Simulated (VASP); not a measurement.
# K2FeO3 (Cmmm) in VASP: a series of runs

The runs below take K2FeO3 through single point, with PBE.

Program: VASP 6.6.1. These are calculated values, not measurements. Logs are shortened: lines on timing, memory, paths and dates and some standing lists are left out, and cuts for length are marked.

**1. The cell of the first run**

It takes space group Cmmm (No. 65, orthorhombic). The conventional cell has a = 7.528 Å, b = 9.123 Å, c = 3.711 Å, α = 90.00°, β = 90.00°, γ = 90.00°. K (site symmetry 2/m) has 6 O at 2.69 to 2.96 Å and 4 Fe at 3.49 Å within 3.5 Å. Within 2.4 Å of Fe (site symmetry mmm) lie 4 O at 1.78 to 1.86 Å. O (site symmetry m2m) has 1 Fe at 1.78 Å within 2.4 Å. O (site symmetry mmm) has 2 Fe at 1.86 Å and 4 O at 2.57 Å within 2.6 Å.

The cell was built from a structure type or drawn by symmetry, and may not be a known phase.

**2. Single point, PBE, collinear spin, ferromagnetic start**

The input, INCAR:

```
SYSTEM = K2FeO3
ALGO = Normal
EDIFF = 1E-6
ENCUT = 600
GGA = PE
GGA_COMPAT = .FALSE.
ISIF = 2
ISMEAR = 0
ISPIN = 2
LASPH = .TRUE.
LCHARG = .TRUE.
LELF = .TRUE.
LMAXMIX = 4
LORBIT = 11
LREAL = .FALSE.
LVHAR = .TRUE.
LWAVE = .FALSE.
MAGMOM = 0 0 2.6 0.37 0.37 0.37
NBANDS = 35
NELM = 200
PREC = Accurate
SIGMA = 0.1
```

The input, KPOINTS:

```
k-points
0
G
  4 4 6
  0 0 0
```

The input, POSCAR:

```
K2FeO3
1.0
    3.7638263880     -4.5617472041      0.0000000000
    3.7638263880      4.5617472041      0.0000000000
    0.0000000000      0.0000000000      3.7113736868
K Fe O
2 1 3
Direct
    0.0000000000      0.5000000000      0.0000000000
    0.5000000000      0.0000000000      0.0000000000
    0.5000000000      0.5000000000      0.5000000000
    0.6950537334      0.3049462666      0.5000000000
    0.3049462666      0.6950537334      0.5000000000
    0.5000000000      0.5000000000      0.0000000000
```

Potentials or basis: VASP PAW PBE potentials, release 64 (K_sv, Fe, O).

The run is started by

```bash
> cat potpaw_PBE.64/K_sv/POTCAR potpaw_PBE.64/Fe/POTCAR potpaw_PBE.64/O/POTCAR > POTCAR
> mpirun -np 1 vasp_std > vasp.out
```

OUTCAR:

```text
SYSTEM = K2FeO3
   EDIFF = 1E-6
   ENCUT = 600
   GGA = PE
   ISIF = 2
   ISMEAR = 0
   ISPIN = 2
   LASPH = .TRUE.
   LORBIT = 11
   LREAL = .FALSE.
   NELM = 200
   PREC = Accurate

 ion  position               nearest neighbor table
   1  0.000  0.500  0.000-   4 2.69   5 2.69   4 2.69   5 2.69   2 3.76   2 3.76
   2  0.500  0.000  0.000-   4 2.69   5 2.69   4 2.69   5 2.69   1 3.76   1 3.76
   3  0.500  0.500  0.500-   4 1.78   5 1.78   6 1.86   6 1.86
   4  0.695  0.305  0.500-   3 1.78   2 2.69   1 2.69   1 2.69   2 2.69
   5  0.305  0.695  0.500-   3 1.78   2 2.69   1 2.69   1 2.69   2 2.69
   6  0.500  0.500  0.000-   3 1.86   3 1.86

  LATTYP: Found a base centered orthorhombic cell.
 ALAT       =     7.5276527760
 B/A-ratio  =     1.2119972427
 C/A-ratio  =     0.4930319978

  Lattice vectors:

 A1 = (   3.7638263880,  -4.5617472041,   0.0000000000)
 A2 = (   3.7638263880,   4.5617472041,   0.0000000000)
 A3 = (   0.0000000000,   0.0000000000,   3.7113736868)

Analysis of symmetry for initial positions (statically):
=====================================================================
 Subroutine PRICEL returns:
 Original cell was already a primitive cell.

 Routine SETGRP: Setting up the symmetry group for a
 base centered orthorhombic supercell.

 Subroutine GETGRP returns: Found  8 space group operations
 (whereof  8 operations were pure point group operations)
 out of a pool of  8 trial point group operations.

The static configuration has the point symmetry D_2h.

Analysis of symmetry for dynamics (positions and initial velocities):
=====================================================================
 Subroutine PRICEL returns:
 Original cell was already a primitive cell.

 Routine SETGRP: Setting up the symmetry group for a
 base centered orthorhombic supercell.

 Subroutine GETGRP returns: Found  8 space group operations
 (whereof  8 operations were pure point group operations)
 out of a pool of  8 trial point group operations.

The dynamic configuration has the point symmetry D_2h.

Analysis of structural, dynamic, and magnetic symmetry:
=====================================================================
 Subroutine PRICEL returns:
 Original cell was already a primitive cell.

 Routine SETGRP: Setting up the symmetry group for a
 base centered orthorhombic supercell.

 Subroutine GETGRP returns: Found  8 space group operations
 (whereof  8 operations were pure point group operations)
 out of a pool of  8 trial point group operations.

The overall configuration has the point symmetry D_2h.

 Subroutine INISYM returns: Found  8 space group operations
 (whereof  8 operations are pure point group operations),
 and found     1 'primitive' translations

----------------------------------------------------------------------------------------

                                     Primitive cell

  volume of cell :     127.4458

  direct lattice vectors                    reciprocal lattice vectors
     3.763826388 -4.561747204  0.000000000     0.132843534 -0.109607126  0.000000000
     3.763826388  4.561747204  0.000000000     0.132843534  0.109607126  0.000000000
     0.000000000  0.000000000  3.711373687     0.000000000  0.000000000  0.269442014

  length of vectors
     5.914044862  5.914044862  3.711373687     0.172224059  0.172224059  0.269442014

  position of ions in fractional coordinates (direct lattice)
     0.000000000  0.500000000  0.000000000
     0.500000000  0.000000000  0.000000000
     0.500000000  0.500000000  0.500000000
     0.695053733  0.304946267  0.500000000
     0.304946267  0.695053733  0.500000000
     0.500000000  0.500000000  0.000000000

  ion indices of the primitive-cell ions
   primitive index   ion index
                 1           1
                 2           2
                 3           3
                 4           4
                 5           5
                 6           6

----------------------------------------------------------------------------------------

 KPOINTS: k-points

Automatic generation of k-mesh.
 Grid dimensions read from file:
 generate k-points for:    4    4    6

[... 43 lines left out ...]
  0.500000 -0.000000  0.500000      2.000000
 [... further k-points ...]
   k-points           NKPTS =     28   k-points in BZ     NKDIM =     28   number of bands    NBANDS=     35
   number of dos      NEDOS =    301   number of ions     NIONS =      6
   total plane-waves  NPLWV =  69120
   dimension x,y,z NGX =    48 NGY =   48 NGZ =   30
   dimension x,y,z NGXF=    96 NGYF=   96 NGZF=   60
   ions per type =               2   1   3
   NGX,Y,Z   is equivalent  to a cutoff of  13.49, 13.49, 13.44 a.u.
   NGXF,Y,Z  is equivalent  to a cutoff of  26.99, 26.99, 26.88 a.u.
 SYSTEM =  K2FeO3
   PREC   = accura    normal or accurate (medium, high low for compatibility)
   ISTART =      0    job   : 0-new  1-cont  2-samecut
   ICHARG =      2    charge: 1-file 2-atom 10-const
   ISPIN  =      2    spin polarized calculation?
   LNONCOLLINEAR =      F non collinear calculations
   LSORBIT =      F    spin-orbit coupling
   LASPH  =      T    aspherical Exc in radial PAW
   ENCUT  =  600.0 eV  44.10 Ry    6.64 a.u.  11.81 11.81  7.41*2*pi/ulx,y,z
   NELM   =    200;   NELMIN=  2; NELMDL= -5     # of ELM steps
   EDIFF  = 0.1E-05   stopping-criterion for ELM
   LREAL  =      F    real-space projection
   EDIFFG = 0.1E-04   stopping-criterion for IOM
   NSW    =      0    number of steps for IOM
   IBRION =     -1    ionic relax: 0-MD 1-quasi-New 2-CG
   NFREE  =      0    steps in history (QN), initial steepest desc. (CG)
   ISIF   =      2    stress and relaxation
   ISYM   =      2    0-nonsym 1-usesym 2-fastsym
   POTIM  = 0.5000    time-step for ionic-motion
   TEBEG  =    0.0;   TEEND  =   0.0 temperature during run
   PSTRESS=    0.0 pullay stress
   NELECT =      44.0000    total number of electrons
   NUPDOWN=      -1.0000    fix difference up-down
   EMIN   =  10.00;   EMAX   =-10.00  energy-range for DOS
   EFERMI =   0.00;   METHOD = LEGACY
   ISMEAR =     0;   SIGMA  =   0.10  broadening in eV -4-tet -1-fermi 0-gaus
   EFERMI_NEDOS =   21; number of points for ismear=-14 and -15
   IALGO  =     38    algorithm
   IMIX   =      4    mixing-type and parameters
     AMIX     =   0.40;   BMIX     =  1.00
     AMIX_MAG =   1.60;   BMIX_MAG =  1.00
  volume/ion in A,a.u.               =      21.24       143.34
  Fermi-wavevector in a.u.,A,eV,Ry     =   1.148464  2.170281 17.945657  1.318969
  Thomas-Fermi vector in A             =   2.285138
   LORBIT       =     11    0 simple, 1 ext, 2 COOP (PROOUT), +10 PAW based schemes
   GGA     = PE    functional components
   LHFCALC =     F    Hartree Fock is set to
   AEXX    =    0.0000 exact exchange contribution
   IVDW    =     0    specifies the selected vdW correction
   LEPSILON=     F    determine dielectric tensor
   LRPA    =     F    only Hartree local field effects (RPA)
 spin polarized calculation
 Gauss-broadening in eV      SIGMA  =   0.10
  energy-cutoff  :      600.00
  volume of cell :      127.45
 maximum number of plane-waves:      4279
   NGX = 23   NGY = 23   NGZ = 15

 number of electron      43.9999991 magnetization       3.9973613

 Free energy of the ion-electron system (eV)
  ---------------------------------------------------
  ext. energy  EPLUGINS =         0.00000000
  ---------------------------------------------------
  free energy    TOTEN  =       -32.62630021 eV

  energy without entropy =      -32.60902346  energy(sigma->0) =      -32.61766183

 E-fermi :  -0.1976     XC(G=0):  -7.7050

 val. band max:       -0.2259324253   @ k =   0.5000   0.2500   0.1667
 cond. band min:      -0.1947997301   @ k =   0.5000   0.5000   0.3333
 fundamental gap:      0.0311326952
 Fermi energy:        -0.1976117738

 spin component 1

 k-point     1 :       0.0000    0.0000    0.0000
  band No.  band energies     occupation
      1     -28.9639      1.00000
      2     -28.9305      1.00000
      3     -18.3995      1.00000
      4     -16.8675      1.00000
      5     -16.8243      1.00000
      6     -12.6568      1.00000
[... 877 lines left out ...]
     33       8.5429      0.00000
     34       8.7568      0.00000

 [... further k-points ...]

 spin component 2

 k-point     1 :       0.0000    0.0000    0.0000
  band No.  band energies     occupation
      1     -28.9569      1.00000
      2     -28.9244      1.00000
      3     -17.7848      1.00000
      4     -16.2705      1.00000
      5     -16.2607      1.00000
      6     -12.6525      1.00000
[... 877 lines left out ...]
     33       8.6550      0.00000
     34       9.0966      0.00000

 [... further k-points ...]

 [bands above 34 left out]

------------------------ aborting loop because EDIFF is reached ----------------------------------------

  FORCE on cell =-STRESS in cart. coord.  units (eV):
  Direction    XX          YY          ZZ          XY          YZ          ZX
  --------------------------------------------------------------------------------------
  -------------------------------------------------------------------------------------
  Total        0.4838013      0.6488990      1.2677903     -0.0000000      0.0000000      0.0000000
  in kB        6.0820807      8.1575961     15.9379525     -0.0000000      0.0000000      0.0000000
  external PRESSURE =      10.0592098 kB  Pullay stress =       0.0000000 kB

 VOLUME and BASIS-vectors are now :
 -----------------------------------------------------------------------------
  energy-cutoff  :      600.00
  volume of cell :      127.45
      direct lattice vectors                 reciprocal lattice vectors
     3.763826388 -4.561747204  0.000000000     0.132843534 -0.109607126  0.000000000
     3.763826388  4.561747204  0.000000000     0.132843534  0.109607126  0.000000000
     0.000000000  0.000000000  3.711373687     0.000000000  0.000000000  0.269442014

 POSITION                                       TOTAL-FORCE (eV/Angst)
 -----------------------------------------------------------------------------------
      1.88191      2.28087      0.00000        -0.000000     -0.000000      0.000000
      1.88191     -2.28087      0.00000        -0.000000     -0.000000      0.000000
      3.76383      0.00000      1.85569        -0.000000     -0.000000      0.000000
      3.76383     -1.77957      1.85569        -0.000000     -0.037401      0.000000
      3.76383      1.77957      1.85569        -0.000000      0.037401      0.000000
      3.76383      0.00000      0.00000         0.000000     -0.000000      0.000000
 -----------------------------------------------------------------------------------
    total drift:                                0.000000      0.000000      0.000000

  FREE ENERGIE OF THE ION-ELECTRON SYSTEM (eV)
  ---------------------------------------------------
  free  energy   TOTEN  =       -32.6263002055 eV

  energy  without entropy=      -32.6090234634  energy(sigma->0) =      -32.61766183

 total charge

# of ion       s       p       d       tot
------------------------------------------
    1        1.961   5.590   0.038   7.589
    2        1.961   5.590   0.038   7.589
    3        0.465   0.723   6.115   7.303
    4        1.571   3.365   0.000   4.936
    5        1.571   3.365   0.000   4.936
    6        1.564   3.388   0.000   4.951
--------------------------------------------------
tot          9.091  22.022   6.191  37.305

 magnetization (x)

# of ion       s       p       d       tot
------------------------------------------
    1        0.000   0.003   0.002   0.005
    2        0.000   0.003   0.002   0.005
    3        0.034   0.003   2.650   2.687
    4        0.005   0.311   0.000   0.316
    5        0.005   0.311   0.000   0.316
    6        0.004   0.338   0.000   0.341
--------------------------------------------------
tot          0.047   0.969   2.654   3.670
```

Run time: 21 min. Hardware: 1 thread of Intel Xeon 8259CL, shared host; peak memory 0.45 GiB.

Results:

```yaml
Free_energy: -32.6263 eV
Pressure: 1.0 GPa
Largest_force: 0.037 eV/Å
Band_gap_on_the_k_mesh: zero (filled and empty bands overlap)
Net_moment: 4.00 μB per cell
Site_moments: K +0.01; Fe +2.69; O +0.32, +0.34 (each value once) μB
Valence_electrons_inside_the_program's_atomic_spheres: K 7.59; Fe 7.30; O 4.94, 4.95 (each value once)
```

Forces on the atoms (eV/Å):
```
K    0.000  0.000  0.000
K    0.000  0.000  0.000
Fe   0.000  0.000  0.000
O    0.000 -0.037  0.000
O    0.000  0.037  0.000
O    0.000  0.000  0.000
```

Stress tensor (GPa, compression positive):
```
0.61 0.00 0.00
0.00 0.82 0.00
0.00 0.00 1.59
```

Levels at points of the mesh, in eV from the Fermi level:
Spin up:
```
           k point  band 20  band 21  band 22  band 23  band 24  band 25  band 26  band 27  band 28  band 29
(0.00, 0.00, 0.00)    -1.31    -1.20    -0.91    -0.58    -0.47     0.88     2.27     5.25     6.20     7.60
(0.50, 0.00, 0.00)    -1.64    -1.26    -1.05    -0.37    -0.35     0.84     3.23     4.40     6.91     7.40
(0.50, 0.50, 0.00)    -1.82    -1.36    -1.18    -0.23    -0.10     0.71     4.19     4.52     5.72     6.76
(0.00, 0.00, 0.50)    -1.82    -0.63    -0.52    -0.38    -0.21     3.41     4.47     4.51     5.56     7.04
(0.50, 0.00, 0.50)    -1.85    -0.66    -0.60    -0.53    -0.28     3.49     4.49     5.34     6.25     6.60
(0.50, 0.50, 0.50)    -1.58    -0.77    -0.68    -0.59    -0.35     3.35     5.43     5.86     5.98     6.74
```
Spin down:
```tsv
k point	band 18	band 19	band 20	band 21	band 22	band 23
(0.00, 0.00, 0.00)	-0.66	-0.66	-0.25	-0.13	0.32	1.61
(0.50, 0.00, 0.00)	-1.02	-0.72	-0.29	-0.15	0.34	1.72
(0.50, 0.50, 0.00)	-1.21	-0.87	-0.44	-0.14	0.35	1.81
(0.00, 0.00, 0.50)	-1.47	-1.39	0.17	0.47	1.84	2.07
(0.50, 0.00, 0.50)	-1.34	-1.08	0.10	0.36	1.79	2.02
(0.50, 0.50, 0.50)	-1.22	-0.78	0.02	0.24	1.75	1.96
```

Caveat: a cell with one magnetic atom can't hold antiferromagnetic order, which such compounds often take; semilocal functionals often make such compounds metallic where correlation or magnetic order opens a gap, which also shifts bond lengths.

(Part 1 of 2 ends here.)
